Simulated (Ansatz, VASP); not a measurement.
# One calculation of Pb, two programs

INCAR

```
SYSTEM = Pb
ALGO     = Fast           ! electronic algorithm
EDIFF    = 1E-7           ! SCF threshold, eV
ENCUT    = 520            ! plane-wave cutoff, eV
GGA      = PE             ! functional
ISIF     = 2              ! what is computed and relaxed
ISMEAR   = 0              ! smearing method
LASPH    = .TRUE.         ! aspherical terms in the spheres
LCHARG   = .FALSE.        ! write CHGCAR
LREAL    = .FALSE.        ! projectors in reciprocal space
LWAVE    = .FALSE.        ! write WAVECAR
NBANDS   = 21             ! bands
NELM     = 100            ! most SCF steps
PREC     = Accurate       ! precision mode
SIGMA    = 0.1            ! smearing width, eV
```

KPOINTS

```
k-points
0
G
  15 15 8
  0 0 0
```

POSCAR

```
Pb
1.0
    3.5869411118      0.0000000000      0.0000000000
   -1.7934705559      3.1063821247      0.0000000000
    0.0000000000      0.0000000000      5.4263807000
Pb
2
Direct
    0.3333333333      0.6666666667      0.2500000000
    0.6666666667      0.3333333333      0.7500000000
```

Input for Ansatz:

```yaml
crystal:
  lattice:
    - [3.5869411118, 0.0, 0.0]
    - [-1.7934705559, 3.1063821247, 0.0]
    - [0.0, 0.0, 5.4263807]
  atoms:
    - { symbol: Pb, position: [0.3333333333, 0.6666666667, 0.25] }
    - { symbol: Pb, position: [0.6666666667, 0.3333333333, 0.75] }
basis:
  ecutwfc: 420
kpoints:
  mp_grid: { grid: [15, 15, 8] }
hamiltonian:
  xc: pbe
scf:
  occupations: { method: gaussian, width: 0.1 }
output:
  forces: true
  stress: true
  eigenvalues: true
```

Alike in both runs: task single point; functional PBE; k mesh 15 × 15 × 8; occupations gaussian, width 0.1 eV; no spin polarisation.

|  | VASP | Ansatz |
| --- | --- | --- |
| version | VASP 6.6.1 | Ansatz 0.2.0 |
| potentials or method | VASP PAW PBE potentials, release 64 (Pb_d), cutoff 520 eV | scalar-relativistic, plane waves, PAW |
| valence electrons in the cell | 28 | 28 |

Ansatz gave:

| Quantity | Value |
| --- | --- |
| gap on the k mesh at the Fermi level (eV) | none |
| pressure (GPa) | 2.7 |
| traceless stress, the component that is largest in VASP (GPa) | 3.09 |

Q: Estimate VASP's values.

A: gap on the k mesh at the Fermi level (eV): none; pressure (GPa): 2.6; traceless stress, the component that is largest in VASP (GPa): 3.09.

A gap of «none» marks a metal or a gap that the smearing closes.

Spin-orbit coupling is off throughout.
